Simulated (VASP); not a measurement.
The system is Se.

```
Se
1.0
     1.92500    1.11140    0.88167
    -1.92500    1.11140    0.88167
     0.00000   -2.22280    0.88167
Se
1
Direct
  0.00000 0.00000 0.00000
```

- Program: VASP 6.6.1
- Task: relaxation of cell and atoms
- Functional: PBEsol
- Potentials or basis: VASP PAW PBE potentials, release 64 (Se)
- Cutoff: 600 eV
- k mesh: 22 × 22 × 22
- Occupations: gaussian, width 0.05 eV
- Spin: no spin polarisation

At the start: pressure 152.6 GPa; volume 11.32 Å³/atom.

**Question.** How do energy, volume and symmetry change on relaxing?

**Answer.** Over 21 steps the energy falls by 2672.6 meV/atom and the volume is 21.58 Å³/atom (+90.7 %); space group R-3m (No. 166, to 0.1 Å) before and after.

Step by step:
| step | energy change (eV) | largest force (eV/Å) | pressure (GPa) | volume (Å³) |
| --- | --- | --- | --- | --- |
| 1 | 0.0000 | 0.0000 | 152.57 | 11.32 |
| 2 | -0.9380 | 0.0000 | -10.56 | 39.74 |
| 3 | -2.3402 | 0.0000 | -4.60 | 20.58 |
| 4 | -2.3536 | 0.0000 | -2.61 | 20.00 |
| 5 | -2.3592 | 0.0000 | 0.28 | 19.30 |
| 6 | -2.3589 | 0.0000 | -0.57 | 19.49 |
| 7 | -2.4032 | 0.0000 | -0.29 | 19.56 |
| 8 | -2.5578 | 0.0000 | 1.79 | 19.62 |
| 9 | -2.5811 | 0.0000 | 12.64 | 19.02 |
| 10 | -2.5922 | 0.0000 | 11.78 | 19.18 |
| 11 | -2.6217 | 0.0000 | 9.22 | 19.67 |
| 12 | -2.6581 | 0.0000 | 4.41 | 20.58 |
| 13 | -2.6240 | 0.0000 | -3.81 | 22.23 |
| 14 | -2.6640 | 0.0000 | 2.13 | 21.03 |
| 15 | -2.6641 | 0.0000 | 1.76 | 21.10 |
| 16 | -2.6640 | 0.0000 | 1.56 | 21.14 |
| 17 | -2.6649 | 0.0000 | 1.63 | 21.13 |
| 18 | -2.6673 | 0.0000 | 1.80 | 21.12 |
| 19 | -2.6692 | 0.0000 | 2.07 | 21.08 |
| 20 | -2.6719 | 0.0000 | 0.89 | 21.36 |
| 21 | -2.6726 | 0.0000 | 0.00 | 21.58 |

Final structure:
```cif
data_structure
_symmetry_space_group_name_H-M 'P 1'
_symmetry_Int_Tables_number 1
_cell_length_a 2.7847
_cell_length_b 2.7847
_cell_length_c 2.7847
_cell_angle_alpha 91.231
_cell_angle_beta 91.231
_cell_angle_gamma 91.231
_cell_volume 21.58
loop_
_atom_site_label
_atom_site_type_symbol
_atom_site_fract_x
_atom_site_fract_y
_atom_site_fract_z
_atom_site_occupancy
Se1 Se 0.00000 0.00000 0.00000 1
```

Caveat: the volume moved by over 15 % at a fixed basis, so the end points are rough; the PAW data sets were made with another functional, which shifts forces and pressure a little.
